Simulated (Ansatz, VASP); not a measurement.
## Two plane-wave programs on Mo

File INCAR:

```
SYSTEM = Mo
PREC = Accurate
ENCUT = 500
EDIFF = 1E-7
ISMEAR = 0
SIGMA = 0.15
LREAL = .FALSE.
LASPH = .TRUE.
NELM = 120
ALGO = Normal
ISIF = 3
LWAVE = .FALSE.
LCHARG = .FALSE.
GGA = RE
IVDW = 12
IBRION = 2
NSW = 80
EDIFFG = -0.01
GGA_COMPAT = .FALSE.
NELMIN = 4
```

The input KPOINTS:

```
Automatic mesh
0
G
  17 17 17
  0 0 0
```

File POSCAR:

```
Mo
1.0
   -1.5734150000      1.5734150000      1.5734150000
    1.5734150000     -1.5734150000      1.5734150000
    1.5734150000      1.5734150000     -1.5734150000
Mo
1
Direct
    0.0000000000      0.0000000000      0.0000000000
```

Input for Ansatz:

```yaml
crystal:
  lattice:
    - [-1.573415, 1.573415, 1.573415]
    - [1.573415, -1.573415, 1.573415]
    - [1.573415, 1.573415, -1.573415]
  atoms:
    - { symbol: Mo, position: [0.0, 0.0, 0.0] }
basis:
  ecutwfc: 470.0
kpoints:
  mp_grid:
    grid: [17, 17, 17]
hamiltonian:
  xc: revpbe
  dispersion: d3bj
scf:
  convergence:
    dr2_threshold: 1.0e-09
  occupations:
    method: gaussian
    width: 0.15
relax:
  f_tol: 0.01
  cell: {}
```

Alike in both runs: task relaxation of cell and atoms; functional revPBE; dispersion D3(BJ); k mesh 17 × 17 × 17; occupations gaussian, width 0.15 eV; no spin polarisation.

|  | VASP | Ansatz |
| --- | --- | --- |
| version | VASP 6.6.1 | Ansatz 0.2.0 |
| potentials or method | VASP PAW PBE potentials, release 64 (Mo_sv), cutoff 500 eV | plane waves, PAW |
| valence electrons in the cell | 14 | 14 |

|  | VASP | Ansatz | Ansatz less VASP |
| --- | --- | --- | --- |
| relaxed volume (Å³/atom) | 15.13 | 15.10 | -0.037 |
| relaxed cell length with the largest relative difference (Å) | 2.699 | 2.697 | -0.0022 |

VASP's potentials were made for PBE, not for revPBE. Ansatz's warnings: stress scf threshold loose.
